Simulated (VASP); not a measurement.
# HfB2 (P6/mmm) in VASP: further runs, part 2 of 2

VASP 6.6.1.

**3. Single point, r2SCAN**

POSCAR

```
HfB2
1.0
    3.1400000000      0.0000000000      0.0000000000
   -1.5700000000      2.7193197679      0.0000000000
    0.0000000000      0.0000000000      3.4800000000
Hf B
1 2
Direct
    0.0000000000      0.0000000000      0.0000000000
    0.3333333333      0.6666666667      0.5000000000
    0.6666666667      0.3333333333      0.5000000000
```

INCAR.step1

```
PREC = Accurate ; ENCUT = 520
ISMEAR = 0 ; SIGMA = 0.1
LREAL = False ; LASPH = True
NELM = 60 ; NBANDS = 15
GGA = PE ; ALGO = Normal
EDIFF = 1E-4 ; LWAVE = True
LCHARG = False
```

INCAR.step2

```
PREC = Accurate ; ENCUT = 520
EDIFF = 1E-7 ; ISMEAR = 0
SIGMA = 0.1 ; LREAL = False
LASPH = True ; NELM = 60
ALGO = Normal ; ISIF = 2
LWAVE = False ; LCHARG = True
METAGGA = R2SCAN ; LMIXTAU = True
LELF = True ; LVHAR = True
NBANDS = 15 ; ISTART = 1
```

KPOINTS

```
regular mesh
0
Gamma
  11 11 9
```

Potentials or basis: VASP PAW PBE potentials, release 64 (Hf_pv, B).

Started as:

```bash
> cat potpaw_PBE.64/Hf_pv/POTCAR potpaw_PBE.64/B/POTCAR > POTCAR
> cp INCAR.step1 INCAR
> mpirun -np 1 vasp_std > vasp.out
> cp INCAR.step2 INCAR
> mpirun -np 1 vasp_std > vasp.out
```

OUTCAR:

```text
PREC = Accurate
   ENCUT = 520
   EDIFF = 1E-7
   ISMEAR = 0
   LREAL = False
   LASPH = True
   NELM = 60
   ISIF = 2
   METAGGA = R2SCAN
   ISTART = 1

 ion  position               nearest neighbor table
   1  0.000  0.000  0.000-   2 2.51   3 2.51   2 2.51   3 2.51   3 2.51   3 2.51   2 2.51   2 2.51
                             3 2.51   3 2.51   2 2.51   2 2.51
   2  0.333  0.667  0.500-   3 1.81   3 1.81   3 1.81   1 2.51   1 2.51   1 2.51   1 2.51   1 2.51
                             1 2.51
   3  0.667  0.333  0.500-   2 1.81   2 1.81   2 1.81   1 2.51   1 2.51   1 2.51   1 2.51   1 2.51
                             1 2.51

  LATTYP: Found a hexagonal cell.
 ALAT       =     3.1400000000
 C/A-ratio  =     1.1082802548

  Lattice vectors:

 A1 = (   3.1400000000,   0.0000000000,   0.0000000000)
 A2 = (  -1.5700000000,   2.7193197679,   0.0000000000)
 A3 = (   0.0000000000,   0.0000000000,   3.4800000000)

Analysis of symmetry for initial positions (statically):
=====================================================================
 Subroutine PRICEL returns:
 Original cell was already a primitive cell.

 Routine SETGRP: Setting up the symmetry group for a
 hexagonal supercell.

 Subroutine GETGRP returns: Found 24 space group operations
 (whereof 24 operations were pure point group operations)
 out of a pool of 24 trial point group operations.

The static configuration has the point symmetry D_6h.

Analysis of symmetry for dynamics (positions and initial velocities):
=====================================================================
 Subroutine PRICEL returns:
 Original cell was already a primitive cell.

 Routine SETGRP: Setting up the symmetry group for a
 hexagonal supercell.

 Subroutine GETGRP returns: Found 24 space group operations
 (whereof 24 operations were pure point group operations)
 out of a pool of 24 trial point group operations.

The dynamic configuration has the point symmetry D_6h.

[... 129 lines left out ...]
   LEPSILON=     F    determine dielectric tensor
   LRPA    =     F    only Hartree local field effects (RPA)
 non-spin polarized calculation
 Gauss-broadening in eV      SIGMA  =   0.10
  energy-cutoff  :      520.00
  volume of cell :       29.71
 maximum number of plane-waves:       820
 NGX is ok and might be reduce to    24
   NGX = 11   NGY = 11   NGZ = 13

 number of electron      15.9999997 magnetization

 Free energy of the ion-electron system (eV)
  ---------------------------------------------------
  ext. energy  EPLUGINS =         0.00000000
  ---------------------------------------------------
  free energy    TOTEN  =       -63.09433659 eV

  energy without entropy =      -63.09357103  energy(sigma->0) =      -63.09395381

 E-fermi :   7.6628     XC(G=0): -13.5484

 val. band max:        7.5514779075   @ k =   0.0000   0.0000   0.2222
 cond. band min:       7.6843791120   @ k =   0.2727   0.1818   0.0000
 fundamental gap:      0.1329012045
 Fermi energy:         7.6628432862

 k-point     1 :       0.0000    0.0000    0.0000
  band No.  band energies     occupation
      1     -24.1645      2.00000
      2     -23.6528      2.00000
      3     -23.6528      2.00000
      4      -6.9602      2.00000
      5       4.6091      2.00000
      6       4.6391      2.00000
      7       4.6648      2.00000
      8       4.6648      2.00000
      9      11.9466      0.00000
     10      11.9466      0.00000
     11      12.6568      0.00000
     12      12.6568      0.00000
     13      12.8165      0.00000
     14      12.8862      0.00000
[... 401 lines left out ...]
      2     -24.0182      2.00000
      3     -23.7497      2.00000
      4      -5.5682      2.00000
      5       2.0466      2.00000
      6       3.3006      2.00000
      7       3.9820      2.00000
      8       6.2437      2.00000
      9       8.7300      0.00000
     10      11.3094      0.00000
     11      12.0272      0.00000
     12      12.9667      0.00000
     13      14.4027      0.00000
     14      15.1306      0.00000
     15      16.6469      0.00000

 [... further k-points ...]

------------------------ aborting loop because EDIFF is reached ----------------------------------------

  FORCE on cell =-STRESS in cart. coord.  units (eV):
  Direction    XX          YY          ZZ          XY          YZ          ZX
  --------------------------------------------------------------------------------------
  -------------------------------------------------------------------------------------
  Total       -0.2907627     -0.2907627     -0.1310666      0.0000000     -0.0000000      0.0000000
  in kB      -15.6776164    -15.6776164     -7.0669738      0.0000000     -0.0000000      0.0000000
  external PRESSURE =     -12.8074022 kB  Pullay stress =       0.0000000 kB

 VOLUME and BASIS-vectors are now :
 -----------------------------------------------------------------------------
  energy-cutoff  :      520.00
  volume of cell :       29.71
      direct lattice vectors                 reciprocal lattice vectors
     3.140000000  0.000000000  0.000000000     0.318471338  0.183869512  0.000000000
    -1.570000000  2.719319768  0.000000000     0.000000000  0.367739025  0.000000000
     0.000000000  0.000000000  3.480000000     0.000000000  0.000000000  0.287356322

 POSITION                                       TOTAL-FORCE (eV/Angst)
 -----------------------------------------------------------------------------------
      0.00000      0.00000      0.00000         0.000000      0.000000      0.000000
     -0.00000      1.81288      1.74000         0.000000      0.000000      0.000000
      1.57000      0.90644      1.74000        -0.000000      0.000000      0.000000
 -----------------------------------------------------------------------------------
    total drift:                               -0.000000      0.000000     -0.000000

  FREE ENERGIE OF THE ION-ELECTRON SYSTEM (eV)
  ---------------------------------------------------
  free  energy   TOTEN  =       -63.0943365925 eV

  energy  without entropy=      -63.0935710324  energy(sigma->0) =      -63.09395381
```

OUTCAR.step1:

```text
PREC = Accurate
   ENCUT = 520
   ISMEAR = 0
   LREAL = False
   LASPH = True
[... 661 lines left out ...]
      0.00000      0.00000      0.00000         0.000000      0.000000      0.000000
     -0.00000      1.81288      1.74000        -0.000000      0.000000      0.000000
      1.57000      0.90644      1.74000         0.000000     -0.000000     -0.000000
 -----------------------------------------------------------------------------------
    total drift:                               -0.000000      0.000000      0.000000

  FREE ENERGIE OF THE ION-ELECTRON SYSTEM (eV)
  ---------------------------------------------------
  free  energy   TOTEN  =       -26.4054737478 eV

  energy  without entropy=      -26.4047034862  energy(sigma->0) =      -26.40508862
```

OSZICAR.step1:

```text
N       E                     dE             d eps       ncg     rms          rms(c)
DAV:   1     0.276469797940E+02    0.27647E+02   -0.79788E+03  2400   0.101E+03
DAV:   2    -0.273258066743E+02   -0.54973E+02   -0.51584E+02  3200   0.219E+02
DAV:   3    -0.287756615040E+02   -0.14499E+01   -0.14441E+01  3114   0.260E+01
DAV:   4    -0.287814279353E+02   -0.57664E-02   -0.57654E-02  2862   0.204E+00
DAV:   5    -0.287814614351E+02   -0.33500E-04   -0.33500E-04  3078   0.138E-01    0.525E+01
DAV:   6    -0.265252207810E+02    0.22562E+01   -0.27469E+00  2834   0.120E+01    0.385E+01
DAV:   7    -0.264735900288E+02    0.51631E-01   -0.95569E-01  3086   0.716E+00    0.116E+01
DAV:   8    -0.264101742408E+02    0.63416E-01   -0.24648E-01  2813   0.375E+00    0.164E+00
DAV:   9    -0.264056578422E+02    0.45164E-02   -0.20241E-02  2785   0.115E+00    0.373E-01
DAV:  10    -0.264054655537E+02    0.19229E-03   -0.81529E-04  2960   0.239E-01    0.267E-01
DAV:  11    -0.264054737478E+02   -0.81941E-05   -0.52267E-05  1508   0.564E-02
   1 F= -.26405474E+02 E0= -.26405089E+02  d E =-.770262E-03
```

Wall time 3.2 min (1 thread of Intel Xeon 8259CL, shared host); peak memory 0.18 GiB.

What came out:

```yaml
Free_energy: -63.0943 eV
Pressure: -1.3 GPa
Band_gap_on_the_k_mesh: zero (bands 8 and 9 overlap by 1.35 eV)
```

Stress tensor (GPa, compression positive):
```
-1.57  0.00  0.00
 0.00 -1.57  0.00
 0.00  0.00 -0.71
```

Caveat: the PAW data sets were made with another functional, which shifts forces and pressure a little; spin-orbit coupling is left out, which moves the levels of the heavy elements.

The gap in the log of VASP goes by the Fermi energy; the results here count the filled bands.